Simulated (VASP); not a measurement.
Here is a VASP 6.6.1 calculation.

File INCAR:

```
SYSTEM = Cu
PREC = Accurate ; ENCUT = 520
EDIFF = 1E-7 ; ISMEAR = 0
SIGMA = 0.1 ; LREAL = .FALSE.
LASPH = .TRUE. ; NELM = 60
ALGO = Fast ; ISIF = 2
LWAVE = .FALSE. ; LCHARG = .FALSE.
GGA = PS ; NBANDS = 30
```

The input KPOINTS:

```
Automatic mesh
0
G
  24 24 6
  0 0 0
```

POSCAR

```
Cu
1.0
    2.5406224643      0.0000000000      0.0000000000
   -1.2703112322      2.2002435955      0.0000000000
    0.0000000000      0.0000000000      7.9881971362
Cu
4
Direct
    0.0000000000      0.0000000000      0.0000000000
    0.3333333334      0.6666666666      0.2500000000
    0.0000000000      0.0000000000      0.5000000000
    0.6666666666      0.3333333334      0.7500000000
```

Potentials or basis: VASP PAW PBE potentials, release 64 (Cu).

The run is started by

```sh
$ cat potpaw_PBE.64/Cu/POTCAR > POTCAR
$ mpirun -np 1 vasp_std > vasp.out
```

Question: Estimate the pressure.

Answer: 3.5 GPa.

Question: Predict the band gap on the k mesh.

Answer: Zero (band 22 reaches 11.33 eV, above the bottom of band 23 at 6.27 eV).

Stress tensor (GPa, compression positive):
```
0.80 0.00 0.00
0.00 0.80 0.00
0.00 0.00 8.79
```

Caveat: the cell differs from its parent crystal (uniaxial strain along c: -3.0 %, then relaxed in part); the PAW data sets were made with another functional, which shifts forces and pressure a little.
